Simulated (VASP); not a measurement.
# Ti2Te (Pn-3m) in VASP: single point with PBE

Aim: the single point of Ti2Te with PBE.

All numbers are computed with VASP 6.6.1; they aren't measurements. Logs are shortened: lines on timing, memory, paths and dates and some standing lists are left out, and cuts for length are marked.

## 1. The cell of the first run

The structure is cubic, space group Pn-3m (No. 224). Conventional cell: a = 5.874 Å, b = 5.874 Å, c = 5.874 Å, α = 90.00°, β = 90.00°, γ = 90.00°. Within 3.4 Å of Ti (site symmetry -3m) lie 2 Te at 2.54 Å. Te (site symmetry -43m) has 4 Ti at 2.54 Å within 3.4 Å.

## 2. Single point, PBE

The input, INCAR:

```
ALGO = All ; EDIFF = 1E-6
ENCUT = 550 ; GGA = PE
GGA_COMPAT = False ; ISEARCH = 1
ISIF = 2 ; ISMEAR = 0
KPAR = 4 ; LASPH = True
LCHARG = False ; LREAL = False
LWAVE = False ; NBANDS = 39
NELM = 300 ; PREC = Accurate
SIGMA = 0.1
```

The input, KPOINTS:

```
k-points
0
Gamma
  4 4 4
```

The input, POSCAR:

```
Ti2Te
1.0
    5.8737773926      0.0000000000      0.0000000000
    0.0000000000      5.8737773926      0.0000000000
    0.0000000000      0.0000000000      5.8737773926
Ti Te
4 2
Direct
    0.2500000000      0.2500000000      0.2500000000
    0.2500000000      0.7500000000      0.7500000000
    0.7500000000      0.7500000000      0.2500000000
    0.7500000000      0.2500000000      0.7500000000
    0.0000000000      0.0000000000      0.0000000000
    0.5000000000      0.5000000000      0.5000000000
```

Potentials or basis: VASP PAW PBE potentials, release 64 (Ti_sv, Te).

Started as:

```
$ cat potpaw_PBE.64/Ti_sv/POTCAR potpaw_PBE.64/Te/POTCAR > POTCAR
$ mpirun -np 4 vasp_std > vasp.out
```

OUTCAR:

```text
EDIFF = 1E-6
   ENCUT = 550
   GGA = PE
   ISIF = 2
   ISMEAR = 0
   LASPH = True
   LREAL = False
   NELM = 300
   PREC = Accurate

 ion  position               nearest neighbor table
   1  0.250  0.250  0.250-   5 2.54   6 2.54
   2  0.250  0.750  0.750-   5 2.54   6 2.54
   3  0.750  0.750  0.250-   5 2.54   6 2.54
   4  0.750  0.250  0.750-   5 2.54   6 2.54
   5  0.000  0.000  0.000-   1 2.54   2 2.54   3 2.54   4 2.54
   6  0.500  0.500  0.500-   1 2.54   2 2.54   3 2.54   4 2.54

  LATTYP: Found a simple cubic cell.
 ALAT       =     5.8737773926

  Lattice vectors:

 A1 = (   5.8737773926,   0.0000000000,   0.0000000000)
 A2 = (   0.0000000000,   5.8737773926,   0.0000000000)
 A3 = (   0.0000000000,   0.0000000000,   5.8737773926)

Analysis of symmetry for initial positions (statically):
=====================================================================
 Subroutine PRICEL returns:
 Original cell was already a primitive cell.

 Routine SETGRP: Setting up the symmetry group for a
 simple cubic supercell.

 Subroutine GETGRP returns: Found 48 space group operations
 (whereof 24 operations were pure point group operations)
 out of a pool of 48 trial point group operations.

The static configuration has the point symmetry T_d .
 The point group associated with its full space group is O_h .

Analysis of symmetry for dynamics (positions and initial velocities):
=====================================================================
 Subroutine PRICEL returns:
 Original cell was already a primitive cell.

 Routine SETGRP: Setting up the symmetry group for a
 simple cubic supercell.

 Subroutine GETGRP returns: Found 48 space group operations
 (whereof 24 operations were pure point group operations)
 out of a pool of 48 trial point group operations.

The dynamic configuration has the point symmetry T_d .
 The point group associated with its full space group is O_h .

 Subroutine INISYM returns: Found 48 space group operations
 (whereof 24 operations are pure point group operations),
 and found     1 'primitive' translations

----------------------------------------------------------------------------------------

                                     Primitive cell
[... 82 lines left out ...]
   ENCUT  =  550.0 eV  40.42 Ry    6.36 a.u.  11.23 11.23 11.23*2*pi/ulx,y,z
   NELM   =    300;   NELMIN=  2; NELMDL= -5     # of ELM steps
   EDIFF  = 0.1E-05   stopping-criterion for ELM
   LREAL  =      F    real-space projection
   EDIFFG = 0.1E-04   stopping-criterion for IOM
   NSW    =      0    number of steps for IOM
   IBRION =     -1    ionic relax: 0-MD 1-quasi-New 2-CG
   NFREE  =      0    steps in history (QN), initial steepest desc. (CG)
   ISIF   =      2    stress and relaxation
   ISYM   =      2    0-nonsym 1-usesym 2-fastsym
   POTIM  = 0.5000    time-step for ionic-motion
   TEBEG  =    0.0;   TEEND  =   0.0 temperature during run
   PSTRESS=    0.0 pullay stress
   NELECT =      60.0000    total number of electrons
   NUPDOWN=      -1.0000    fix difference up-down
   EMIN   =  10.00;   EMAX   =-10.00  energy-range for DOS
   EFERMI =   0.00;   METHOD = LEGACY
   ISMEAR =     0;   SIGMA  =   0.10  broadening in eV -4-tet -1-fermi 0-gaus
   EFERMI_NEDOS =   21; number of points for ismear=-14 and -15
   IALGO  =     58    algorithm
   IMIX   =      4    mixing-type and parameters
     AMIX     =   0.40;   BMIX     =  1.00
     AMIX_MAG =   1.60;   BMIX_MAG =  1.00
  volume/ion in A,a.u.               =      33.78       227.93
  Fermi-wavevector in a.u.,A,eV,Ry     =   1.091125  2.061927 16.198462  1.190553
  Thomas-Fermi vector in A             =   2.227364
   LORBIT       =      0    0 simple, 1 ext, 2 COOP (PROOUT), +10 PAW based schemes
   GGA     = PE    functional components
   LHFCALC =     F    Hartree Fock is set to
   AEXX    =    0.0000 exact exchange contribution
   IVDW    =     0    specifies the selected vdW correction
   LEPSILON=     F    determine dielectric tensor
   LRPA    =     F    only Hartree local field effects (RPA)
 non-spin polarized calculation
 Gauss-broadening in eV      SIGMA  =   0.10
  energy-cutoff  :      550.00
  volume of cell :      202.65
 maximum number of plane-waves:      6031
 NGX is ok and might be reduce to    48
   NGX = 23   NGY = 23   NGZ = 23

 number of electron      60.0000001 magnetization

 Free energy of the ion-electron system (eV)
  ---------------------------------------------------
  ext. energy  EPLUGINS =         0.00000000
  ---------------------------------------------------
  free energy    TOTEN  =       -29.90013352 eV

  energy without entropy =      -29.79020650  energy(sigma->0) =      -29.84517001

 E-fermi :   4.1703     XC(G=0):  -8.5639

 val. band max:        4.1695679229   @ k =   0.5000   0.2500   0.2500
 cond. band min:       4.1780757046   @ k =   0.2500   0.2500   0.0000
 fundamental gap:      0.0085077817
 Fermi energy:         4.1703156982

 k-point     1 :       0.0000    0.0000    0.0000
  band No.  band energies     occupation
      1     -53.4601      2.00000
      2     -53.4582      2.00000
      3     -53.4582      2.00000
      4     -53.4582      2.00000
      5     -29.8211      2.00000
      6     -29.8211      2.00000
[... 409 lines left out ...]
     38       4.8669      0.00000
     39       5.1475      0.00000

------------------------ aborting loop because EDIFF is reached ----------------------------------------

  FORCE on cell =-STRESS in cart. coord.  units (eV):
  Direction    XX          YY          ZZ          XY          YZ          ZX
  --------------------------------------------------------------------------------------
  -------------------------------------------------------------------------------------
  Total        0.3569566      0.3569566      0.3569566     -0.0000000      0.0000000      0.0000000
  in kB        2.8221075      2.8221075      2.8221075     -0.0000000      0.0000000      0.0000000
  external PRESSURE =       2.8221075 kB  Pullay stress =       0.0000000 kB

 VOLUME and BASIS-vectors are now :
 -----------------------------------------------------------------------------
  energy-cutoff  :      550.00
  volume of cell :      202.65
      direct lattice vectors                 reciprocal lattice vectors
     5.873777393  0.000000000  0.000000000     0.170248195  0.000000000  0.000000000
     0.000000000  5.873777393  0.000000000     0.000000000  0.170248195  0.000000000
     0.000000000  0.000000000  5.873777393     0.000000000  0.000000000  0.170248195

 POSITION                                       TOTAL-FORCE (eV/Angst)
 -----------------------------------------------------------------------------------
      1.46844      1.46844      1.46844        -0.000000      0.000000      0.000000
      1.46844      4.40533      4.40533         0.000000      0.000000     -0.000000
      4.40533      4.40533      1.46844        -0.000000     -0.000000      0.000000
      4.40533      1.46844      4.40533         0.000000     -0.000000      0.000000
      0.00000      0.00000      0.00000         0.000000     -0.000000     -0.000000
      2.93689      2.93689      2.93689         0.000000     -0.000000     -0.000000
 -----------------------------------------------------------------------------------
    total drift:                               -0.000000     -0.000000      0.000000

  FREE ENERGIE OF THE ION-ELECTRON SYSTEM (eV)
  ---------------------------------------------------
  free  energy   TOTEN  =       -29.9001335226 eV

  energy  without entropy=      -29.7901973496  energy(sigma->0) =      -29.84516544
```

Run time: 2.7 min. Hardware: 4 MPI ranks of AMD EPYC 7R32 (Zen 2), shared host; peak memory 0.39 GiB.

What came out:

* Free energy: -29.9001 eV
* Pressure: 0.3 GPa
* Band gap on the k mesh: zero (bands 30 and 31 overlap by 0.31 eV)

Caveat: spin-orbit coupling is left out, which moves the levels of the heavy elements.
